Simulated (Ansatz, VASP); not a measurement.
**ZrSn2S3: VASP beside Ansatz**

```xyz
6
Lattice="3.6068 0.0000 0.0000 -1.8034 3.1236 0.0000 0.0000 0.0000 12.7403" Properties=species:S:1:pos:R:3 pbc="T T T"
Zr    0.0000    0.0000    0.0000
Sn    0.0000    2.0824    8.3019
Sn    1.8034    1.0412    4.4384
S     0.0000    2.0824    1.5229
S     1.8034    1.0412   11.2174
S     0.0000    0.0000    6.3702
```

Change from the starting cell: species swapped into the InSn2Te3 type (P-3m1, No. 164).

Alike in both runs: functional PBE; k mesh 12 × 12 × 4; occupations gaussian, width 0.1 eV; no spin polarisation.

Ansatz relaxed the structure, and its values are those at the end. VASP's run is a single point on that final structure, the one shown.

```csv
,VASP,Ansatz
version,VASP 6.6.1,Ansatz 0.2.0
potentials or method,"VASP PAW PBE potentials, release 64 (Zr_sv, Sn_d, S), cutoff 520 eV","scalar-relativistic, plane waves, PAW"
valence electrons in the cell,58,58
```

|  | VASP | Ansatz | Ansatz less VASP |
| --- | --- | --- | --- |
| gap on the k mesh at the Fermi level (eV) | none | none | - |
| pressure (GPa) | 0.0 | 0.0 | +0.05 |

A gap of «none» marks a metal or a gap that the smearing closes.
